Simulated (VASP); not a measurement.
# Cr (I4/mmm) in VASP: a series of runs

Runs on Cr. Level: PBEsol. Tasks: single point.

Everything below comes from runs of VASP 6.6.1. Logs are shortened: lines on timing, memory, paths and dates and some standing lists are left out, and cuts for length are marked.

**1. The cell of the first run**

It takes space group I4/mmm (No. 139, tetragonal). The conventional cell has a = 2.956 Å, b = 2.956 Å, c = 2.884 Å, α = 90.00°, β = 90.00°, γ = 90.00°. Cr (site symmetry 4/mmm) has 14 Cr at 2.54 to 2.96 Å within 3.4 Å.

**2. Single point, PBEsol (strain +0.025 along x and y, +0.000 along z)**

INCAR reads:

```
SYSTEM = Cr
PREC = Accurate
ENCUT = 520
EDIFF = 1E-6
ISMEAR = 0
SIGMA = 0.15
LREAL = .FALSE.
LASPH = .TRUE.
NELM = 80
ALGO = Fast
ISIF = 2
LWAVE = .FALSE.
LCHARG = .FALSE.
GGA = PS
NBANDS = 12
```

KPOINTS reads:

```
Automatic mesh
0
G
  24 24 24
  0 0 0
```

POSCAR reads:

```
Cr
1.0
   -1.4779987500      1.4779987500      1.4419500000
    1.4779987500     -1.4779987500      1.4419500000
    1.4779987500      1.4779987500     -1.4419500000
Cr
1
Direct
    0.0000000000      0.0000000000      0.0000000000
```

Potentials or basis: VASP PAW PBE potentials, release 64 (Cr_pv).

Run with:

```
$ cat potpaw_PBE.64/Cr_pv/POTCAR > POTCAR
$ mpirun -np 1 vasp_std > vasp.out
```

OUTCAR:

```text
SYSTEM = Cr
   PREC = Accurate
   ENCUT = 520
   EDIFF = 1E-6
   ISMEAR = 0
   LREAL = .FALSE.
   LASPH = .TRUE.
   NELM = 80
   ISIF = 2
   GGA = PS

 ion  position               nearest neighbor table
   1  0.000  0.000  0.000-

  LATTYP: Found a body centered tetragonal cell.
 ALAT       =     2.9559975000
 C/A-ratio  =     0.9756097561

  Lattice vectors:

 A1 = (  -1.4779987500,   1.4779987500,   1.4419500000)
 A2 = (   1.4779987500,  -1.4779987500,   1.4419500000)
 A3 = (   1.4779987500,   1.4779987500,  -1.4419500000)

Analysis of symmetry for initial positions (statically):
=====================================================================
 Subroutine PRICEL returns:
 Original cell was already a primitive cell.

 Routine SETGRP: Setting up the symmetry group for a
 body centered tetragonal supercell.

 Subroutine GETGRP returns: Found 16 space group operations
 (whereof 16 operations were pure point group operations)
 out of a pool of 16 trial point group operations.

The static configuration has the point symmetry D_4h.

Analysis of symmetry for dynamics (positions and initial velocities):
=====================================================================
 Subroutine PRICEL returns:
 Original cell was already a primitive cell.

 Routine SETGRP: Setting up the symmetry group for a
 body centered tetragonal supercell.

 Subroutine GETGRP returns: Found 16 space group operations
 (whereof 16 operations were pure point group operations)
 out of a pool of 16 trial point group operations.

The dynamic configuration has the point symmetry D_4h.

 Subroutine INISYM returns: Found 16 space group operations
 (whereof 16 operations are pure point group operations),
 and found     1 'primitive' translations

----------------------------------------------------------------------------------------

                                     Primitive cell

  volume of cell :      12.5996

  direct lattice vectors                    reciprocal lattice vectors
    -1.477998750  1.477998750  1.441950000     0.000000000  0.338295279  0.346752661
     1.477998750 -1.477998750  1.441950000     0.338295279  0.000000000  0.346752661
     1.477998750  1.477998750 -1.441950000     0.338295279  0.338295279  0.000000000

  length of vectors
     2.539326764  2.539326764  2.539326764     0.484438958  0.484438958  0.478421772

  position of ions in fractional coordinates (direct lattice)
     0.000000000  0.000000000  0.000000000

  ion indices of the primitive-cell ions
   primitive index   ion index
                 1           1

----------------------------------------------------------------------------------------

 KPOINTS: Automatic mesh

Automatic generation of k-mesh.
 Grid dimensions read from file:
 generate k-points for:   24   24   24

 Generating k-lattice:

  Cartesian coordinates                     Fractional coordinates (reciprocal lattice)
     0.000000000  0.014095637  0.014448028     0.041666667 -0.000000000  0.000000000
     0.014095637  0.000000000  0.014448028    -0.000000000  0.041666667  0.000000000
     0.014095637  0.014095637  0.000000000     0.000000000  0.000000000  0.041666667

  Length of vectors
     0.020184957  0.020184957  0.019934241

  Shift w.r.t. Gamma in fractional coordinates (k-lattice)
     0.000000000  0.000000000  0.000000000

 Subroutine IBZKPT returns following result:
 ===========================================

 Found   1063 irreducible k-points:

 Following reciprocal coordinates:
            Coordinates               Weight
  0.000000  0.000000  0.000000      1.000000
  0.041667  0.000000  0.000000      8.000000
  0.083333 -0.000000  0.000000      8.000000
  0.125000 -0.000000  0.000000      8.000000
  0.166667 -0.000000  0.000000      8.000000
  0.208333  0.000000 -0.000000      8.000000
[... 16 lines left out ...]
  0.416667  0.041667  0.000000     16.000000
  0.458333  0.041667 -0.000000     16.000000
 [... further k-points ...]
   k-points           NKPTS =   1063   k-points in BZ     NKDIM =   1063   number of bands    NBANDS=     12
   number of dos      NEDOS =    301   number of ions     NIONS =      1
   total plane-waves  NPLWV =   8000
   dimension x,y,z NGX =    20 NGY =   20 NGZ =   20
   dimension x,y,z NGXF=    40 NGYF=   40 NGZF=   40
   ions per type =               1
   NGX,Y,Z   is equivalent  to a cutoff of  13.09, 13.09, 13.09 a.u.
   NGXF,Y,Z  is equivalent  to a cutoff of  26.19, 26.19, 26.19 a.u.
 SYSTEM =  Cr
   PREC   = accura    normal or accurate (medium, high low for compatibility)
   ISTART =      0    job   : 0-new  1-cont  2-samecut
   ICHARG =      2    charge: 1-file 2-atom 10-const
   ISPIN  =      1    spin polarized calculation?
   LNONCOLLINEAR =      F non collinear calculations
   LSORBIT =      F    spin-orbit coupling
   LASPH  =      T    aspherical Exc in radial PAW
   ENCUT  =  520.0 eV  38.22 Ry    6.18 a.u.   4.72  4.72  4.72*2*pi/ulx,y,z
   NELM   =     80;   NELMIN=  2; NELMDL= -5     # of ELM steps
   EDIFF  = 0.1E-05   stopping-criterion for ELM
   LREAL  =      F    real-space projection
   EDIFFG = 0.1E-04   stopping-criterion for IOM
   NSW    =      0    number of steps for IOM
   IBRION =     -1    ionic relax: 0-MD 1-quasi-New 2-CG
   NFREE  =      0    steps in history (QN), initial steepest desc. (CG)
   ISIF   =      2    stress and relaxation
   ISYM   =      2    0-nonsym 1-usesym 2-fastsym
   POTIM  = 0.5000    time-step for ionic-motion
   TEBEG  =    0.0;   TEEND  =   0.0 temperature during run
   PSTRESS=    0.0 pullay stress
   NELECT =      12.0000    total number of electrons
   NUPDOWN=      -1.0000    fix difference up-down
   EMIN   =  10.00;   EMAX   =-10.00  energy-range for DOS
   EFERMI =   0.00;   METHOD = LEGACY
   ISMEAR =     0;   SIGMA  =   0.15  broadening in eV -4-tet -1-fermi 0-gaus
   EFERMI_NEDOS =   21; number of points for ismear=-14 and -15
   IALGO  =     68    algorithm
   IMIX   =      4    mixing-type and parameters
     AMIX     =   0.40;   BMIX     =  1.00
     AMIX_MAG =   1.60;   BMIX_MAG =  1.00
  volume/ion in A,a.u.               =      12.60        85.03
  Fermi-wavevector in a.u.,A,eV,Ry     =   1.610704  3.043790 35.298522  2.594368
  Thomas-Fermi vector in A             =   2.706212
   LORBIT       =      0    0 simple, 1 ext, 2 COOP (PROOUT), +10 PAW based schemes
   GGA     = PS    functional components
   LHFCALC =     F    Hartree Fock is set to
   AEXX    =    0.0000 exact exchange contribution
   IVDW    =     0    specifies the selected vdW correction
   LEPSILON=     F    determine dielectric tensor
   LRPA    =     F    only Hartree local field effects (RPA)
 non-spin polarized calculation
 RMM-DIIS sequential band-by-band and
 Gauss-broadening in eV      SIGMA  =   0.15
  energy-cutoff  :      520.00
  volume of cell :       12.60
 maximum number of plane-waves:       362
   NGX =  9   NGY =  9   NGZ =  9

 number of electron      12.0000007 magnetization

 Free energy of the ion-electron system (eV)
  ---------------------------------------------------
  ext. energy  EPLUGINS =         0.00000000
  ---------------------------------------------------
  free energy    TOTEN  =       -10.10428523 eV

  energy without entropy =      -10.09636242  energy(sigma->0) =      -10.10032383

 E-fermi :   9.6348     XC(G=0): -13.3310

 val. band max:        9.6290176314   @ k =  -0.2083  -0.3333   0.2083
 cond. band min:       9.6414303339   @ k =  -0.1250  -0.1667   0.0833
 fundamental gap:      0.0124127026
 Fermi energy:         9.6347898083

 k-point     1 :       0.0000    0.0000    0.0000
  band No.  band energies     occupation
      1     -33.0652      2.00000
      2     -33.0652      2.00000
      3     -33.0525      2.00000
      4       2.0768      2.00000
      5       8.7062      2.00000
      6       8.8917      2.00000
      7       8.8917      2.00000
      8      10.5303      0.00000
      9      10.7191      0.00000
     10      16.6713      0.00000
     11      31.0700      0.00000
     12      31.0715      0.00000

 k-point     2 :       0.0417    0.0000    0.0000
  band No.  band energies     occupation
      1     -33.0738      2.00000
      2     -33.0692      2.00000
      3     -33.0564      2.00000
      4       2.1485      2.00000
      5       8.7106      2.00000
      6       8.8868      2.00000
      7       8.9066      2.00000
      8      10.5259      0.00000
      9      10.6972      0.00000
     10      16.6712      0.00000
     11      30.9587      0.00000
     12      31.1121      0.00000

 k-point     3 :       0.0833   -0.0000    0.0000
  band No.  band energies     occupation
      1     -33.1082      2.00000
      2     -33.0807      2.00000
      3     -33.0587      2.00000
      4       2.3608      2.00000
      5       8.6698      2.00000
      6       8.8674      2.00000
      7       9.0064      2.00000
      8      10.5032      0.00000
      9      10.6526      0.00000
     10      16.6712      0.00000
     11      30.4788      0.00000
     12      31.2197      0.00000

 k-point     4 :       0.1250   -0.0000    0.0000
  band No.  band energies     occupation
      1     -33.1652      2.00000
      2     -33.0992      2.00000
      3     -33.0599      2.00000
      4       2.7043      2.00000
      5       8.5608      2.00000
      6       8.8216      2.00000
      7       9.2161      1.99992
      8      10.4472      0.00000
      9      10.6317      0.00000
     10      16.6712      0.00000
     11      29.5967      0.00000
     12      30.8495      0.00000

 k-point     5 :       0.1667   -0.0000    0.0000
  band No.  band energies     occupation
      1     -33.2394      2.00000
      2     -33.1231      2.00000
      3     -33.0609      2.00000
      4       3.1620      2.00000
      5       8.4093      2.00000
      6       8.7400      2.00000
      7       9.5122      1.75228
      8      10.3902      0.00000
      9      10.6419      0.00000
     10      16.6711      0.00000
     11      28.4179      0.00000
     12      30.2887      0.00000
[... 228 lines left out ...]
      1     -33.6262      2.00000
      2     -33.2515      2.00000
      3     -33.0715      2.00000
      4       5.4272      2.00000
      5       7.6407      2.00000
      6       8.9365      2.00000
      7      10.5359      0.00000
      8      10.9192      0.00000
      9      11.4445      0.00000
     10      16.6701      0.00000
     11      21.7089      0.00000
     12      26.8857      0.00000

 k-point    22 :       0.3750    0.0417   -0.0000
  band No.  band energies     occupation
      1     -33.6875      2.00000
      2     -33.2731      2.00000
      3     -33.0722      2.00000
      4       5.5788      2.00000
      5       7.5220      2.00000
      6       9.4305      1.94595
      7      10.6198      0.00000
      8      10.9841      0.00000
      9      11.8322      0.00000
     10      16.6693      0.00000
     11      20.3754      0.00000
     12      26.3945      0.00000

 k-point    23 :       0.4167    0.0417    0.0000
  band No.  band energies     occupation
      1     -33.7305      2.00000
      2     -33.2883      2.00000
      3     -33.0726      2.00000
      4       5.6262      2.00000
      5       7.4398      2.00000
      6       9.9254      0.00615
      7      10.6794      0.00000
      8      11.0606      0.00000
      9      12.1378      0.00000
     10      16.6681      0.00000
     11      19.3166      0.00000
     12      26.0540      0.00000

 k-point    24 :       0.4583    0.0417   -0.0000
  band No.  band energies     occupation
      1     -33.7525      2.00000
      2     -33.2963      2.00000
      3     -33.0727      2.00000
      4       5.6337      2.00000
      5       7.3981      2.00000
      6      10.2374      0.00000
      7      10.6812      0.00000
      8      11.1416      0.00000
      9      12.3162      0.00000
     10      16.6668      0.00000
     11      18.7090      0.00000
     12      25.8793      0.00000

 [... further k-points ...]
[... 5 lines left out ...]
  --------------------------------------------------------------------------------------
  -------------------------------------------------------------------------------------
  Total       -2.3046041     -2.3046041     -1.7446405      0.0000000      0.0000000      0.0000000
  in kB     -293.0546278   -293.0546278   -221.8493770      0.0000000      0.0000000      0.0000000
  external PRESSURE =    -269.3195442 kB  Pullay stress =       0.0000000 kB

 VOLUME and BASIS-vectors are now :
 -----------------------------------------------------------------------------
  energy-cutoff  :      520.00
  volume of cell :       12.60
      direct lattice vectors                 reciprocal lattice vectors
    -1.477998750  1.477998750  1.441950000     0.000000000  0.338295279  0.346752661
     1.477998750 -1.477998750  1.441950000     0.338295279  0.000000000  0.346752661
     1.477998750  1.477998750 -1.441950000     0.338295279  0.338295279  0.000000000

 POSITION                                       TOTAL-FORCE (eV/Angst)
 -----------------------------------------------------------------------------------
      0.00000      0.00000      0.00000         0.000000      0.000000     -0.000000
 -----------------------------------------------------------------------------------
    total drift:                                0.000000     -0.000000      0.000000

  FREE ENERGIE OF THE ION-ELECTRON SYSTEM (eV)
  ---------------------------------------------------
  free  energy   TOTEN  =       -10.1042852325 eV

  energy  without entropy=      -10.0963624192  energy(sigma->0) =      -10.10032383
```

It took 75 s on 1 thread of Intel Xeon Platinum 8488C (Sapphire Rapids), shared host; peak memory 0.26 GiB.

Results:

```
Free energy            : -10.1043 eV
Pressure               : -26.9 GPa
Band gap on the k mesh : zero (band 6 reaches 11.80 eV, above the bottom of band 7 at 8.88 eV)
```

Stress tensor (GPa, compression positive):
```
-29.31   0.00   0.00
  0.00 -29.31   0.00
  0.00   0.00 -22.18
```

Caveat: the cell differs from its parent crystal (strain +0.025 along x and y, +0.000 along z); the PAW data sets were made with another functional, which shifts forces and pressure a little; the run has no spin polarisation, though such a crystal can be magnetic. Spin polarisation is off, so any magnetic state and its effect on volume and gap are missing.

[end of part 1 of 2]
